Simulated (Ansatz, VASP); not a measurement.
**Al16Cu in VASP and in Ansatz**

File INCAR:

```
SYSTEM = Al16Cu
ALGO = Normal
DIPOL = 0.5 0.5 0.303
EDIFF = 1E-7
ENCUT = 520
GGA = PE
IDIPOL = 3
ISIF = 2
ISMEAR = 0
IVDW = 12
LASPH = .True.
LCHARG = .False.
LDIPOL = .True.
LREAL = Auto
LWAVE = .False.
NBANDS = 44
NELM = 80
PREC = Accurate
SIGMA = 0.1
```

Contents of KPOINTS:

```
k-points
0
Gamma
  5 4 1
  0 0 0
```

The input POSCAR:

```
Al16Cu
1.0
    5.6324246412      0.0000000000      0.0000000000
    0.0000000000      7.9654513166      0.0000000000
    0.0000000000      0.0000000000     21.2293510975
Al Cu
16 1
Direct
    0.2500000000      0.2500000000      0.1884183827
    0.2500000000      0.7500000000      0.1884183827
    0.7500000000      0.2500000000      0.1884183827
    0.7500000000      0.7500000000      0.1884183827
    0.0000000000      0.0000000000      0.2547466541
    0.0000000000      0.5000000000      0.2547466541
    0.5000000000      0.0000000000      0.2547466541
    0.5000000000      0.5000000000      0.2547466541
    0.2500000000      0.2500000000      0.3240951258
    0.2500000000      0.7500000000      0.3240951258
    0.7500000000      0.2500000000      0.3240951258
    0.7500000000      0.7500000000      0.3240951258
    0.0000000000      0.0000000000      0.3876402562
    0.0000000000      0.5000000000      0.3876402562
    0.5000000000      0.0000000000      0.3876402562
    0.5000000000      0.5000000000      0.3876402562
    0.2500000000      0.1250000000      0.5289540432
```

Input for Ansatz:

```yaml
crystal:
  lattice:
    - [5.6324246412, 0.0, 0.0]
    - [0.0, 7.9654513166, 0.0]
    - [0.0, 0.0, 21.2293510975]
  atoms:
    - { symbol: Al, position: [0.25, 0.25, 0.1884183827] }
    - { symbol: Al, position: [0.25, 0.75, 0.1884183827] }
    - { symbol: Al, position: [0.75, 0.25, 0.1884183827] }
    - { symbol: Al, position: [0.75, 0.75, 0.1884183827] }
    - { symbol: Al, position: [0.0, 0.0, 0.2547466541] }
    - { symbol: Al, position: [0.0, 0.5, 0.2547466541] }
    - { symbol: Al, position: [0.5, 0.0, 0.2547466541] }
    - { symbol: Al, position: [0.5, 0.5, 0.2547466541] }
    - { symbol: Al, position: [0.25, 0.25, 0.3240951258] }
    - { symbol: Al, position: [0.25, 0.75, 0.3240951258] }
    - { symbol: Al, position: [0.75, 0.25, 0.3240951258] }
    - { symbol: Al, position: [0.75, 0.75, 0.3240951258] }
    - { symbol: Al, position: [0.0, 0.0, 0.3876402562] }
    - { symbol: Al, position: [0.0, 0.5, 0.3876402562] }
    - { symbol: Al, position: [0.5, 0.0, 0.3876402562] }
    - { symbol: Al, position: [0.5, 0.5, 0.3876402562] }
    - { symbol: Cu, position: [0.25, 0.125, 0.5289540432] }
basis:
  ecutwfc: 420
kpoints:
  mp_grid: { grid: [5, 4, 1] }
hamiltonian:
  xc: pbe
  dispersion: d3bj
scf:
  occupations: { method: gaussian, width: 0.1 }
output:
  forces: true
  eigenvalues: true
efield:
  axis: 3
  dipole_correction: true
  ramp_width: 0.04
```

Alike in both runs: task single point; functional PBE; dispersion D3(BJ); k mesh 5 × 4 × 1; occupations gaussian, width 0.1 eV; no spin polarisation.

```csv
,VASP,Ansatz
version,VASP 6.6.1,Ansatz 0.2.0
potentials or method,"VASP PAW PBE potentials, release 64 (Al, Cu), cutoff 520 eV","scalar-relativistic, plane waves, PAW"
valence electrons in the cell,59,67
```

VASP gave:

| Property | Result |
| --- | --- |
| gap on the k mesh at the Fermi level (eV) | none |
| rms of the force components (eV/Å) | 0.199 |

Question: Which values does Ansatz return?

Answer: gap on the k mesh at the Fermi level (eV): none; rms of the force components (eV/Å): 0.200.

Atom by atom the forces differ by 0.002 eV/Å (rms over components). A gap of «none» marks a metal or a gap that the smearing closes. VASP's potentials hold 59 valence electrons a cell and Ansatz's 67, so a difference there can come from the potentials and not from the codes.
